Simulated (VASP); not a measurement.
# Ti3Al (P-6m2) in VASP: a series of runs

The runs below take Ti3Al through single point, with PBE.

Program: VASP 6.6.1. These are calculated values, not measurements. Logs are shortened: lines on timing, memory, paths and dates and some standing lists are left out, and cuts for length are marked.

## Step 1: The cell of the first run

Symmetry: P-6m2, No. 187, hexagonal system. Conventional cell: a = 2.903 Å, b = 2.903 Å, c = 9.149 Å, α = 90.00°, β = 90.00°, γ = 120.00°. Ti (site symmetry -6m2) has 12 Ti at 2.83 to 2.90 Å within 3.7 Å. Within 3.7 Å of Ti (site symmetry 3m) lie 9 Ti at 2.83 to 2.90 Å and 3 Al at 2.84 Å. Within 3.7 Å of Al (site symmetry -6m2) lie 6 Ti at 2.84 Å and 6 Al at 2.90 Å.

## Step 2: Single point, PBE (16.70 Å³/atom)

File INCAR:

```
SYSTEM = Ti3Al
ALGO = Fast
EDIFF = 1E-6
ENCUT = 520
GGA = PE
ISIF = 2
ISMEAR = 0
LASPH = .True.
LCHARG = .False.
LREAL = .False.
LWAVE = .False.
NBANDS = 28
NELM = 60
PREC = Accurate
SIGMA = 0.15
```

File KPOINTS:

```
k-points
0
Gamma
  18 18 6
  0 0 0
```

File POSCAR:

```
Ti3Al
1.0
    2.9034628160      0.0000000000      0.0000000000
   -1.4517314080      2.5144725576      0.0000000000
    0.0000000000      0.0000000000      9.1487398718
Ti Al
3 1
Direct
    0.6666666667      0.3333333333      0.0000000000
    0.3333333333      0.6666666667      0.7504575700
    0.3333333333      0.6666666667      0.2495424300
    0.6666666667      0.3333333333      0.5000000000
```

Potentials or basis: VASP PAW PBE potentials, release 64 (Ti_sv, Al).

Started as:

```sh
$ cat potpaw_PBE.64/Ti_sv/POTCAR potpaw_PBE.64/Al/POTCAR > POTCAR
$ mpirun -np 1 vasp_std > vasp.out
```

OUTCAR:

```text
SYSTEM = Ti3Al
   EDIFF = 1E-6
   ENCUT = 520
   GGA = PE
   ISIF = 2
   ISMEAR = 0
   LASPH = .True.
   LREAL = .False.
   NELM = 60
   PREC = Accurate

 ion  position               nearest neighbor table
   1  0.667  0.333  0.000-   2 2.83   3 2.83   2 2.83   3 2.83   2 2.83   3 2.83
   2  0.333  0.667  0.750-   1 2.83   1 2.83   1 2.83   4 2.84   4 2.84   4 2.84
   3  0.333  0.667  0.250-   1 2.83   1 2.83   1 2.83   4 2.84   4 2.84   4 2.84
   4  0.667  0.333  0.500-   2 2.84   3 2.84   2 2.84   3 2.84   2 2.84   3 2.84

  LATTYP: Found a hexagonal cell.
 ALAT       =     2.9034628160
 C/A-ratio  =     3.1509753875

  Lattice vectors:

 A1 = (   2.9034628160,   0.0000000000,   0.0000000000)
 A2 = (  -1.4517314080,   2.5144725576,   0.0000000000)
 A3 = (   0.0000000000,   0.0000000000,   9.1487398718)

Analysis of symmetry for initial positions (statically):
=====================================================================
 Subroutine PRICEL returns:
 Original cell was already a primitive cell.

 Routine SETGRP: Setting up the symmetry group for a
 hexagonal supercell.

 Subroutine GETGRP returns: Found 12 space group operations
 (whereof 12 operations were pure point group operations)
 out of a pool of 24 trial point group operations.

The static configuration has the point symmetry D_3h.

Analysis of symmetry for dynamics (positions and initial velocities):
=====================================================================
 Subroutine PRICEL returns:
 Original cell was already a primitive cell.

 Routine SETGRP: Setting up the symmetry group for a
 hexagonal supercell.

 Subroutine GETGRP returns: Found 12 space group operations
 (whereof 12 operations were pure point group operations)
 out of a pool of 24 trial point group operations.

The dynamic configuration has the point symmetry D_3h.

 Subroutine INISYM returns: Found 12 space group operations
 (whereof 12 operations are pure point group operations),
 and found     1 'primitive' translations

----------------------------------------------------------------------------------------

                                     Primitive cell

  volume of cell :      66.7920

  direct lattice vectors                    reciprocal lattice vectors
     2.903462816  0.000000000  0.000000000     0.344416327  0.198848859  0.000000000
    -1.451731408  2.514472558  0.000000000     0.000000000  0.397697719  0.000000000
     0.000000000  0.000000000  9.148739872     0.000000000  0.000000000  0.109304671

  length of vectors
     2.903462816  2.903462816  9.148739872     0.397697719  0.397697719  0.109304671

  position of ions in fractional coordinates (direct lattice)
     0.666666667  0.333333333  0.000000000
     0.333333333  0.666666667  0.750457570
     0.333333333  0.666666667  0.249542430
     0.666666667  0.333333333  0.500000000

  ion indices of the primitive-cell ions
   primitive index   ion index
                 1           1
                 2           2
                 3           3
                 4           4

----------------------------------------------------------------------------------------

 KPOINTS: k-points

Automatic generation of k-mesh.
 Grid dimensions read from file:
 generate k-points for:   18   18    6

 Generating k-lattice:

  Cartesian coordinates                     Fractional coordinates (reciprocal lattice)
     0.019134240  0.011047159  0.000000000     0.055555556  0.000000000  0.000000000
     0.000000000  0.022094318  0.000000000     0.000000000  0.055555556  0.000000000
     0.000000000  0.000000000  0.018217445     0.000000000  0.000000000  0.166666667

  Length of vectors
     0.022094318  0.022094318  0.018217445

  Shift w.r.t. Gamma in fractional coordinates (k-lattice)
     0.000000000  0.000000000  0.000000000

 Subroutine IBZKPT returns following result:
 ===========================================

 Found    148 irreducible k-points:

 Following reciprocal coordinates:
            Coordinates               Weight
  0.000000  0.000000  0.000000      1.000000
  0.055556 -0.000000  0.000000      6.000000
  0.111111 -0.000000  0.000000      6.000000
  0.166667 -0.000000  0.000000      6.000000
  0.222222  0.000000  0.000000      6.000000
  0.277778  0.000000  0.000000      6.000000
[... 16 lines left out ...]
  0.333333  0.111111  0.000000     12.000000
  0.388889  0.111111  0.000000     12.000000
 [... further k-points ...]
   k-points           NKPTS =    148   k-points in BZ     NKDIM =    148   number of bands    NBANDS=     28
   number of dos      NEDOS =    301   number of ions     NIONS =      4
   total plane-waves  NPLWV =  40320
   dimension x,y,z NGX =    24 NGY =   24 NGZ =   70
   dimension x,y,z NGXF=    48 NGYF=   48 NGZF=  140
   ions per type =               3   1
   NGX,Y,Z   is equivalent  to a cutoff of  13.74, 13.74, 12.72 a.u.
   NGXF,Y,Z  is equivalent  to a cutoff of  27.48, 27.48, 25.44 a.u.
 SYSTEM =  Ti3Al
   PREC   = accura    normal or accurate (medium, high low for compatibility)
   ISTART =      0    job   : 0-new  1-cont  2-samecut
   ICHARG =      2    charge: 1-file 2-atom 10-const
   ISPIN  =      1    spin polarized calculation?
   LNONCOLLINEAR =      F non collinear calculations
   LSORBIT =      F    spin-orbit coupling
   LASPH  =      T    aspherical Exc in radial PAW
   ENCUT  =  520.0 eV  38.22 Ry    6.18 a.u.   5.40  5.40 17.01*2*pi/ulx,y,z
   NELM   =     60;   NELMIN=  2; NELMDL= -5     # of ELM steps
   EDIFF  = 0.1E-05   stopping-criterion for ELM
   LREAL  =      F    real-space projection
   EDIFFG = 0.1E-04   stopping-criterion for IOM
   NSW    =      0    number of steps for IOM
   IBRION =     -1    ionic relax: 0-MD 1-quasi-New 2-CG
   NFREE  =      0    steps in history (QN), initial steepest desc. (CG)
   ISIF   =      2    stress and relaxation
   ISYM   =      2    0-nonsym 1-usesym 2-fastsym
   POTIM  = 0.5000    time-step for ionic-motion
   TEBEG  =    0.0;   TEEND  =   0.0 temperature during run
   PSTRESS=    0.0 pullay stress
   NELECT =      39.0000    total number of electrons
   NUPDOWN=      -1.0000    fix difference up-down
   EMIN   =  10.00;   EMAX   =-10.00  energy-range for DOS
   EFERMI =   0.00;   METHOD = LEGACY
   ISMEAR =     0;   SIGMA  =   0.15  broadening in eV -4-tet -1-fermi 0-gaus
   EFERMI_NEDOS =   21; number of points for ismear=-14 and -15
   IALGO  =     68    algorithm
   IMIX   =      4    mixing-type and parameters
     AMIX     =   0.40;   BMIX     =  1.00
     AMIX_MAG =   1.60;   BMIX_MAG =  1.00
  volume/ion in A,a.u.               =      16.70       112.68
  Fermi-wavevector in a.u.,A,eV,Ry     =   1.368322  2.585753 25.474247  1.872304
  Thomas-Fermi vector in A             =   2.494296
   LORBIT       =      0    0 simple, 1 ext, 2 COOP (PROOUT), +10 PAW based schemes
   GGA     = PE    functional components
   LHFCALC =     F    Hartree Fock is set to
   AEXX    =    0.0000 exact exchange contribution
   IVDW    =     0    specifies the selected vdW correction
   LEPSILON=     F    determine dielectric tensor
   LRPA    =     F    only Hartree local field effects (RPA)
 non-spin polarized calculation
 RMM-DIIS sequential band-by-band and
 Gauss-broadening in eV      SIGMA  =   0.15
  energy-cutoff  :      520.00
  volume of cell :       66.79
 maximum number of plane-waves:      1847
 NGX is ok and might be reduce to    24
   NGX = 11   NGY = 11   NGZ = 35

 number of electron      38.9999989 magnetization

 Free energy of the ion-electron system (eV)
  ---------------------------------------------------
  ext. energy  EPLUGINS =         0.00000000
  ---------------------------------------------------
  free energy    TOTEN  =       -27.77504830 eV

  energy without entropy =      -27.73271411  energy(sigma->0) =      -27.75388120

 E-fermi :   8.2429     XC(G=0): -11.3062

 val. band max:        8.2421141377   @ k =   0.2222   0.0000   0.5000
 cond. band min:       8.2443599988   @ k =   0.1111   0.0556   0.0000
 fundamental gap:      0.0022458611
 Fermi energy:         8.2429016555

 k-point     1 :       0.0000    0.0000    0.0000
  band No.  band energies     occupation
      1     -48.4382      2.00000
      2     -48.3821      2.00000
      3     -48.3217      2.00000
      4     -24.9762      2.00000
      5     -24.7053      2.00000
      6     -24.3984      2.00000
[... 20 lines left out ...]
     27      10.4029      0.00000
     28      11.0413      0.00000

 k-point     2 :       0.0556   -0.0000    0.0000
  band No.  band energies     occupation
      1     -48.4350      2.00000
      2     -48.3796      2.00000
      3     -48.3200      2.00000
      4     -24.9706      2.00000
      5     -24.7053      2.00000
      6     -24.4065      2.00000
[... 20 lines left out ...]
     27      10.3701      0.00000
     28      11.0124      0.00000

 k-point     3 :       0.1111   -0.0000    0.0000
  band No.  band energies     occupation
      1     -48.4256      2.00000
      2     -48.3725      2.00000
      3     -48.3152      2.00000
      4     -24.9545      2.00000
      5     -24.7066      2.00000
      6     -24.4357      2.00000
[... 20 lines left out ...]
     27      10.2947      0.00000
     28      10.9455      0.00000

 k-point     4 :       0.1667   -0.0000    0.0000
  band No.  band energies     occupation
      1     -48.4110      2.00000
      2     -48.3617      2.00000
      3     -48.3082      2.00000
      4     -24.9297      2.00000
      5     -24.7136      2.00000
      6     -24.4905      2.00000
[... 20 lines left out ...]
     27      10.2524      0.00000
     28      10.8974      0.00000

 k-point     5 :       0.2222    0.0000    0.0000
  band No.  band energies     occupation
      1     -48.3927      2.00000
      2     -48.3483      2.00000
      3     -48.2999      2.00000
      4     -24.9004      2.00000
      5     -24.7346      2.00000
      6     -24.5614      2.00000
[... 20 lines left out ...]
     27      10.3743      0.00000
     28      10.9357      0.00000

 k-point     6 :       0.2778    0.0000    0.0000
  band No.  band energies     occupation
      1     -48.3723      2.00000
      2     -48.3341      2.00000
      3     -48.2917      2.00000
      4     -24.8742      2.00000
      5     -24.7772      2.00000
      6     -24.6306      2.00000
[... 463 lines left out ...]
      5     -24.7800      2.00000
      6     -24.6365      2.00000
[... 20 lines left out ...]
     27      10.9200      0.00000
     28      11.0213      0.00000

 k-point    22 :       0.2778    0.1111    0.0000
  band No.  band energies     occupation
      1     -48.3467      2.00000
      2     -48.3171      2.00000
      3     -48.2835      2.00000
      4     -24.8576      2.00000
      5     -24.8294      2.00000
      6     -24.7023      2.00000
[... 20 lines left out ...]
     27      11.1404      0.00000
     28      11.2681      0.00000

 k-point    23 :       0.3333    0.1111    0.0000
  band No.  band energies     occupation
      1     -48.3296      2.00000
      2     -48.3068      2.00000
      3     -48.2799      2.00000
      4     -24.8772      2.00000
      5     -24.8727      2.00000
      6     -24.7536      2.00000
[... 20 lines left out ...]
     27      11.2388      0.00000
     28      11.4522      0.00000

 k-point    24 :       0.3889    0.1111    0.0000
  band No.  band energies     occupation
      1     -48.3172      2.00000
      2     -48.3000      2.00000
      3     -48.2788      2.00000
      4     -24.9109      2.00000
      5     -24.8928      2.00000
      6     -24.7861      2.00000
[... 20 lines left out ...]
     27      11.3011      0.00000
     28      11.6799      0.00000

 [... further k-points ...]
[... 5 lines left out ...]
  --------------------------------------------------------------------------------------
  -------------------------------------------------------------------------------------
  Total        1.1726081      1.1726081      1.3333655      0.0000000     -0.0000000      0.0000000
  in kB       28.1280119     28.1280119     31.9841887      0.0000000     -0.0000000      0.0000000
  external PRESSURE =      29.4134042 kB  Pullay stress =       0.0000000 kB

 VOLUME and BASIS-vectors are now :
 -----------------------------------------------------------------------------
  energy-cutoff  :      520.00
  volume of cell :       66.79
      direct lattice vectors                 reciprocal lattice vectors
     2.903462816  0.000000000  0.000000000     0.344416327  0.198848859  0.000000000
    -1.451731408  2.514472558  0.000000000     0.000000000  0.397697719  0.000000000
     0.000000000  0.000000000  9.148739872     0.000000000  0.000000000  0.109304671

 POSITION                                       TOTAL-FORCE (eV/Angst)
 -----------------------------------------------------------------------------------
      1.45173      0.83816      0.00000         0.000000      0.000000      0.000000
     -0.00000      1.67632      6.86574        -0.000000      0.000000     -0.012033
     -0.00000      1.67632      2.28300        -0.000000      0.000000      0.012033
      1.45173      0.83816      4.57437        -0.000000      0.000000      0.000000
 -----------------------------------------------------------------------------------
    total drift:                                0.000000     -0.000000      0.000000

  FREE ENERGIE OF THE ION-ELECTRON SYSTEM (eV)
  ---------------------------------------------------
  free  energy   TOTEN  =       -27.7750482956 eV

  energy  without entropy=      -27.7327141122  energy(sigma->0) =      -27.75388120
```

It took 7.2 min on 1 thread of Intel Xeon 6975P-C (Granite Rapids), shared host; peak memory 0.35 GiB.

What came out:

- Free energy: -27.7750 eV
- Pressure: 2.9 GPa
- Largest force: 0.012 eV/Å
- Band gap on the k mesh: zero (an odd number of electrons rules out a gap without spin polarisation)

Forces in eV/Å, atoms in the order of the input:
```
Ti   0.000  0.000  0.000
Ti   0.000  0.000 -0.012
Ti   0.000  0.000  0.012
Al   0.000  0.000  0.000
```

Levels at points of the mesh, in eV from the Fermi level:
| k point | band 16 | band 17 | band 18 | band 19 | band 20 | band 21 | band 22 | band 23 | band 24 | band 25 |
| --- | --- | --- | --- | --- | --- | --- | --- | --- | --- | --- |
| (0.00, 0.00, 0.00) | -2.50 | -0.75 | 0.51 | 0.76 | 0.85 | 0.85 | 0.94 | 0.94 | 1.26 | 1.26 |
| (0.50, 0.00, 0.00) | -2.12 | -1.48 | -1.24 | -0.65 | -0.37 | 0.93 | 1.05 | 1.17 | 1.79 | 2.51 |
| (0.00, 0.00, 0.50) | -3.15 | -1.02 | 0.46 | 0.79 | 0.86 | 0.86 | 0.94 | 0.94 | 1.27 | 1.27 |
| (0.50, 0.00, 0.50) | -2.05 | -1.56 | -1.23 | -0.95 | -0.02 | 0.89 | 0.93 | 1.10 | 1.91 | 2.70 |

## Step 3: Single point, PBE (16.70 Å³/atom)

File INCAR:

```
ALGO = Fast ; EDIFF = 1E-6
ENCUT = 520 ; GGA = PE
ISIF = 2 ; ISMEAR = 0
LASPH = True ; LCHARG = False
LREAL = False ; LWAVE = False
NBANDS = 28 ; NELM = 100
PREC = Accurate ; SIGMA = 0.15
```

File KPOINTS:

```
k-points
0
Gamma
  18 18 6
```

File POSCAR:

```
Ti3Al
1.0
    2.7883912112      0.0000000000      0.0000000000
   -1.3941956056      2.4148176246      0.0000000000
    0.0000000000      0.0000000000      9.9194228948
Ti Al
3 1
Direct
    0.6666666667      0.3333333333      0.0000000000
    0.3333333333      0.6666666667      0.7504575700
    0.3333333333      0.6666666667      0.2495424300
    0.6666666667      0.3333333333      0.5000000000
```

Potentials or basis: VASP PAW PBE potentials, release 64 (Ti_sv, Al).

Started as:

```sh
$ cat potpaw_PBE.64/Ti_sv/POTCAR potpaw_PBE.64/Al/POTCAR > POTCAR
$ mpirun -np 1 vasp_std > vasp.out
```

It took 7.2 min on 1 thread of Intel Xeon 6975P-C (Granite Rapids), shared host; peak memory 0.37 GiB.

The run converged. Its results:

| Property | Result |
| --- | --- |
| Free energy | -27.4952 eV |
| Pressure | 2.6 GPa |
| Largest force | 0.350 eV/Å |
| Band gap on the k mesh | zero (an odd number of electrons rules out a gap without spin polarisation) |

Forces on the atoms (eV/Å):
```
Ti   0.000  0.000  0.000
Ti   0.000  0.000 -0.350
Ti   0.000  0.000  0.350
Al   0.000  0.000  0.000
```

Stress tensor (GPa, compression positive):
```
 7.85  0.00  0.00
 0.00  7.85  0.00
 0.00  0.00 -7.85
```

Levels at points of the mesh, in eV from the Fermi level:
| k point | band 18 | band 19 | band 20 | band 21 | band 22 | band 23 |
| --- | --- | --- | --- | --- | --- | --- |
| (0.00, 0.00, 0.00) | -0.20 | 0.05 | 1.04 | 1.04 | 1.13 | 1.13 |
| (0.50, 0.00, 0.00) | -1.52 | -0.77 | -0.43 | 1.06 | 1.06 | 1.47 |
| (0.00, 0.00, 0.50) | -0.21 | 0.07 | 1.05 | 1.05 | 1.12 | 1.12 |
| (0.50, 0.00, 0.50) | -1.34 | -1.21 | 0.33 | 0.56 | 0.80 | 1.45 |

(Continued in part 2 of 2.)
